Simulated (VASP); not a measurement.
Wanted: the native input for a VASP 6.6.1 run.

```
Task                   : single point
Functional             : PBE
Potentials or basis    : VASP PAW PBE potentials, release 64 (Hg, Te)
Cutoff                 : 520 eV
k mesh                 : 12 × 12 × 12
Occupations            : fermi-dirac, width 0.08 eV
Spin                   : no spin polarisation
Dipole correction      : no
Further INCAR settings : ALGO = Normal; EDIFF = 1e-06; NBANDS = 16
```

The structure of HgTe (rocksalt type) lies in POSCAR:

```
HgTe
1.0
    0.0000000000      3.0726841791      3.0726841791
    3.0726841791      0.0000000000      3.0726841791
    3.0726841791      3.0726841791      0.0000000000
Hg Te
1 1
Direct
    0.0000000000      0.0000000000      0.0000000000
    0.5000000000      0.5000000000      0.5000000000
```

The input as run:

INCAR

```
  ALGO = Normal
  EDIFF = 1E-6
  ENCUT = 520
  GGA = PE
  ISIF = 2
  ISMEAR = -1
  LASPH = T
  LCHARG = F
  LREAL = F
  LWAVE = F
  NBANDS = 16
  NELM = 80
  PREC = Accurate
  SIGMA = 0.08
```

KPOINTS

```
k-points
0
Gamma
  12 12 12
```

Potentials or basis: VASP PAW PBE potentials, release 64 (Hg, Te).

Command:

```bash
$ cat potpaw_PBE.64/Hg/POTCAR potpaw_PBE.64/Te/POTCAR > POTCAR
$ mpirun -np 1 vasp_std > vasp.out
```

It gave:

```
Pressure               : 0.1 GPa
Band gap on the k mesh : zero (bands 9 and 10 overlap by 2.43 eV)
```

Caveat: spin-orbit coupling is left out, which moves the levels of the heavy elements.

Run time: 32 s on 1 thread of Intel(R) Xeon(R) Platinum 8259CL CPU @ 2.50GHz (Skylake/Cascade Lake), with other jobs on the host, peak memory 0.22 GiB.
